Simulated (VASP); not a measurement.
Input of a VASP 6.6.1 run:

The input INCAR:

```
SYSTEM = CaMg12
ALGO     = Normal         ! electronic algorithm
EDIFF    = 1E-7           ! SCF threshold, eV
ENCUT    = 520            ! plane-wave cutoff, eV
GGA      = PE             ! functional
ISIF     = 2              ! what is computed and relaxed
ISMEAR   = 0              ! smearing method
LASPH    = .True.         ! aspherical terms in the spheres
LCHARG   = .False.        ! write CHGCAR
LREAL    = .False.        ! projectors in reciprocal space
LWAVE    = .False.        ! write WAVECAR
NBANDS   = 29             ! bands
NELM     = 80             ! most SCF steps
PREC     = Accurate       ! precision mode
SIGMA    = 0.15           ! smearing width, eV
```

KPOINTS

```
k-points
0
Gamma
  5 5 1
  0 0 0
```

The input POSCAR:

```
CaMg12
1.0
    6.4200000000      0.0000000000      0.0000000000
    3.2100000000      5.5598830000      0.0000000000
    0.0000000000      0.0000000000     18.2130400000
Mg Ca
12 1
Direct
    0.0000000000      0.0000000000      0.0549057159
    0.5000000000      0.0000000000      0.0549057159
   -0.0000000450      0.5000000899      0.0549057159
    0.4999999550      0.5000000899      0.0549057159
   -0.1669409241      0.3377871441      0.1975627902
    0.3323498036      0.3320019504      0.2033635242
   -0.1689851062      0.8313808042      0.2005315971
    0.3346758410      0.8332380376      0.1980043419
   -0.0056056652      0.0130455983      0.3321145179
    0.5029982845     -0.0004638587      0.3543780171
    0.0076021564      0.5042352510      0.3600857957
    0.5094844531      0.4997990066      0.3406402775
    0.2258376574      0.8086184547      0.4866634016
```

Potentials or basis: VASP PAW PBE potentials, release 64 (Mg, Ca_sv).

Command:

```sh
$ cat potpaw_PBE.64/Mg/POTCAR potpaw_PBE.64/Ca_sv/POTCAR > POTCAR
$ mpirun -np 1 vasp_std > vasp.out
```

Question: What does it give for the band gap on the k mesh?

Answer: Zero (band 17 reaches -0.16 eV, above the bottom of band 18 at -0.53 eV).

Question: Estimate the largest force.

Answer: 0.051 eV/Å.

Forces on the atoms (eV/Å):
```
Mg  -0.004 -0.028 -0.003
Mg   0.002  0.020  0.014
Mg   0.050  0.009  0.006
Mg  -0.045  0.005  0.007
Mg   0.006  0.018 -0.019
Mg  -0.005 -0.005 -0.004
Mg  -0.009 -0.006  0.000
Mg   0.011  0.000 -0.011
Mg   0.001 -0.007  0.018
Mg   0.002  0.000  0.000
Mg   0.001  0.000 -0.005
Mg   0.000 -0.004  0.001
Ca  -0.010 -0.002 -0.004
```
